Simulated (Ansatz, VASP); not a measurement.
## One calculation of CaO, two programs

```
CELL_PARAMETERS angstrom
0.00000 2.49703 2.49703
2.49703 0.00000 2.49703
2.49703 2.49703 0.00000
ATOMIC_POSITIONS crystal
Ca 0.00000 0.00000 0.00000
O 0.50000 0.50000 0.50000
```

Change from the starting cell: volume scaled by 1.06, crystal datasets.

Alike in both runs: task electric field gradients; functional PBE; k mesh 11 × 11 × 11; occupations fermi-dirac, width 0.02 eV; no spin polarisation.

```csv
,VASP,Ansatz
version,VASP 6.6.1,Ansatz 0.2.0
potentials or method,"VASP PAW PBE potentials, release 64 (Ca_sv, O), cutoff 520 eV","all-electron PAW with datasets made for the crystal, scalar-relativistic"
```

```tsv
	VASP	Ansatz	Ansatz less VASP
gap on the k mesh at the Fermi level (eV)	3.67	3.68	+0.012
pressure (GPa)	-8.1	-8.5	-0.34
```

Ansatz ran all-electron here, and VASP with PAW potentials.
